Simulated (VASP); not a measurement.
AlN (km): single point with PBEsol

Crystal: AlN (km).

```
CELL_PARAMETERS angstrom
0.00000 2.18868 2.18868
2.18868 0.00000 2.18868
2.18868 2.18868 0.00000
ATOMIC_POSITIONS crystal
Al 0.00000 0.00000 0.00000
N 0.25000 0.25000 0.25000
```

```json
{"Program": "VASP 6.6.1", "Task": "single point", "Functional": "PBEsol", "Potentials or basis": "VASP PAW PBE potentials, release 64 (Al, N)", "Cutoff": "600 eV", "k mesh": "6 × 6 × 6", "Occupations": "gaussian, width 0.02 eV", "Spin": "no spin polarisation", "Dipole correction": "no", "Further INCAR settings": "ALGO = Normal; EDIFF = 1e-06; NBANDS = 11"}
```

| Property | Result |
| --- | --- |
| Pressure | -0.1 GPa |
| Band gap on the k mesh | 3.18 eV, indirect (least direct gap 4.08 eV) |

Levels at points of the mesh, in eV from the valence-band top:
```tsv
k point	band 1	band 2	band 3	band 4	band 5	band 6	band 7	band 8
(0.00, 0.00, 0.00)	-14.92	0.00	0.00	0.00	4.08	12.40	12.40	12.40
(0.50, 0.00, 0.00)	-12.86	-5.89	-0.48	-0.48	7.23	9.72	10.99	10.99
(0.50, 0.50, 0.00)	-12.22	-4.93	-1.78	-1.78	3.18	8.44	13.79	15.55
```

Run time: 9.9 s on 1 thread of Intel Xeon 8259CL, on a shared host, peak memory 0.14 GiB.

Caveat: the PAW data sets were made with another functional, which shifts forces and pressure a little. A k mesh can miss the band edges.
